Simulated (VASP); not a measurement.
# BaBiH3 (C2/m) in VASP: notebook, part 2 of 2

VASP 6.6.1. Earlier steps stand in the parts before.

### 3 Single point, PBE

Contents of INCAR:

```
SYSTEM = BaBiH3
PREC     = Accurate       ! precision mode
ENCUT    = 520            ! plane-wave cutoff, eV
EDIFF    = 1E-6           ! SCF threshold, eV
ISMEAR   = 0              ! smearing method
SIGMA    = 0.0339         ! smearing width, eV
LREAL    = .FALSE.        ! projectors in reciprocal space
LASPH    = .TRUE.         ! aspherical terms in the spheres
NELM     = 60             ! most SCF steps
ALGO     = Normal         ! electronic algorithm
ISIF     = 2              ! what is computed and relaxed
LWAVE    = .FALSE.        ! write WAVECAR
LCHARG   = .FALSE.        ! write CHGCAR
GGA      = PE             ! functional
NBANDS   = 39             ! bands
```

Contents of KPOINTS:

```
regular mesh
0
G
  4 4 4
  0 0 0
```

Contents of POSCAR:

```
BaBiH3
1.0
    3.0346000000      3.0315700000      4.2825150000
    3.0346000000     -3.0315700000      4.2825150000
    3.0779470000      3.0315700000     -4.2825150000
Ba H Bi
2 6 2
Direct
    0.2506000000      0.5085000000      0.2579000000
    0.7494000000      0.4915000000      0.7421000000
    0.2602000000      0.0698000000      0.8096000000
    0.7398000000      0.9302000000      0.1904000000
    0.2165000000      0.0063000000      0.2980000000
    0.2917000000      0.4855000000      0.7020000000
    0.7835000000      0.9937000000      0.7020000000
    0.7083000000      0.5145000000      0.2980000000
    0.0000000000      0.0000000000      0.0000000000
    0.5000000000      0.0000000000      0.5000000000
```

Potentials or basis: VASP PAW PBE potentials, release 64 (Ba_sv, H, Bi_d).

Started as:

```bash
$ cat potpaw_PBE.64/Ba_sv/POTCAR potpaw_PBE.64/H/POTCAR potpaw_PBE.64/Bi_d/POTCAR > POTCAR
$ mpirun -np 1 vasp_std > vasp.out
```

OUTCAR:

```text
SYSTEM = BaBiH3
   PREC = Accurate
   ENCUT = 520
   EDIFF = 1E-6
   ISMEAR = 0
   LREAL = .FALSE.
   LASPH = .TRUE.
   NELM = 60
   ISIF = 2
   GGA = PE

 ion  position               nearest neighbor table
   1  0.251  0.508  0.258-   3 2.68   6 2.78   7 2.78   8 2.80   5 2.80  10 3.68   9 3.70   9 3.71
                             9 3.71  10 3.71  10 3.71   9 3.77  10 3.78   2 4.23   2 4.23   2 4.27
   2  0.749  0.492  0.742-   4 2.68   8 2.78   5 2.78   6 2.80   7 2.80  10 3.68   9 3.70   9 3.71
                             9 3.71  10 3.71  10 3.71   9 3.77  10 3.78   1 4.23   1 4.23   1 4.27
[... 1236 lines left out ...]
  external PRESSURE =      80.5633262 kB  Pullay stress =       0.0000000 kB

 VOLUME and BASIS-vectors are now :
 -----------------------------------------------------------------------------
  energy-cutoff  :      520.00
  volume of cell :      158.72
      direct lattice vectors                 reciprocal lattice vectors
     3.034600000  3.031570000  4.282515000     0.000000000  0.164931042  0.116753823
     3.034600000 -3.031570000  4.282515000     0.163597924 -0.164931042  0.000827957
     3.077947000  3.031570000 -4.282515000     0.163597924  0.000000000 -0.115925866

 POSITION                                       TOTAL-FORCE (eV/Angst)
 -----------------------------------------------------------------------------------
      3.09737      0.00000      2.14640        -0.081009     -0.000000      0.014340
      6.04978      3.03157      2.13612         0.081009     -0.000000     -0.014340
      3.49332      3.03157     -2.05389         0.247079      0.000000     -0.289752
      5.65382     -0.00000      6.33641        -0.247079      0.000000      0.289752
      1.59334      1.54064     -0.32205        -0.125278     -0.195272     -0.298686
      4.51921      1.54064      0.32205         0.125278     -0.195272      0.298686
      7.55381      1.49093      4.60456         0.125278      0.195272      0.298686
      4.62794      1.49093      3.96047        -0.125278      0.195272     -0.298686
      0.00000      0.00000      0.00000         0.000000     -0.000000     -0.000000
      3.05627      3.03157      0.00000        -0.000000     -0.000000      0.000000
 -----------------------------------------------------------------------------------
    total drift:                               -0.000000     -0.000000      0.000000

  FREE ENERGIE OF THE ION-ELECTRON SYSTEM (eV)
  ---------------------------------------------------
  free  energy   TOTEN  =       -30.1340481703 eV

  energy  without entropy=      -30.1301244017  energy(sigma->0) =      -30.13208629
```

OSZICAR:

```text
N       E                     dE             d eps       ncg     rms          rms(c)
DAV:   1     0.557916192486E+03    0.55792E+03   -0.26165E+04  1872   0.146E+03
DAV:   2     0.338363234801E+02   -0.52408E+03   -0.50472E+03  1927   0.396E+02
DAV:   3    -0.281433178596E+02   -0.61980E+02   -0.60657E+02  2507   0.151E+02
DAV:   4    -0.311787692619E+02   -0.30355E+01   -0.30150E+01  2665   0.303E+01
DAV:   5    -0.313026299383E+02   -0.12386E+00   -0.12344E+00  2781   0.549E+00    0.748E+00
DAV:   6    -0.303264168257E+02    0.97621E+00   -0.94092E-01  2539   0.522E+00    0.402E+00
DAV:   7    -0.301294535548E+02    0.19696E+00   -0.97506E-01  2514   0.412E+00    0.989E-01
DAV:   8    -0.301353814962E+02   -0.59279E-02   -0.10334E-01  2286   0.185E+00    0.274E-01
DAV:   9    -0.301337563040E+02    0.16252E-02   -0.96779E-03  2434   0.662E-01    0.104E-01
DAV:  10    -0.301340649371E+02   -0.30863E-03   -0.16875E-03  2235   0.178E-01    0.533E-02
DAV:  11    -0.301340577411E+02    0.71961E-05   -0.42420E-04  2459   0.115E-01    0.196E-02
DAV:  12    -0.301340498303E+02    0.79108E-05   -0.40502E-05  2436   0.269E-02    0.596E-03
DAV:  13    -0.301340486601E+02    0.11701E-05   -0.42616E-06  2129   0.853E-03    0.145E-03
DAV:  14    -0.301340481703E+02    0.48987E-06   -0.29346E-07  1419   0.398E-03
   1 F= -.30134048E+02 E0= -.30132086E+02  d E =-.392377E-02
```

Wall time 2.6 min (1 thread of Intel Xeon Platinum 8259CL at 2.50GHz (Skylake/Cascade Lake), shared host); peak memory 0.39 GiB.

What came out:

* Free energy: -30.1340 eV
* Pressure: 8.1 GPa
* Largest force: 0.381 eV/Å
* Band gap on the k mesh: zero (band 28 reaches 6.51 eV, above the bottom of band 29 at 4.78 eV)

Forces in eV/Å, atoms in the order of the input:
```
Ba  -0.081  0.000  0.014
Ba   0.081  0.000 -0.014
H    0.247  0.000 -0.290
H   -0.247  0.000  0.290
H   -0.125 -0.195 -0.299
H    0.125 -0.195  0.299
H    0.125  0.195  0.299
H   -0.125  0.195 -0.299
Bi   0.000  0.000  0.000
Bi   0.000  0.000  0.000
```

Stress tensor (GPa, compression positive):
```
 9.01  0.00 -0.22
 0.00  7.05  0.00
-0.22  0.00  8.11
```

Caveat: the k points lie up to 0.36 Å⁻¹ apart; spin-orbit coupling is left out, which moves the levels of the heavy elements.
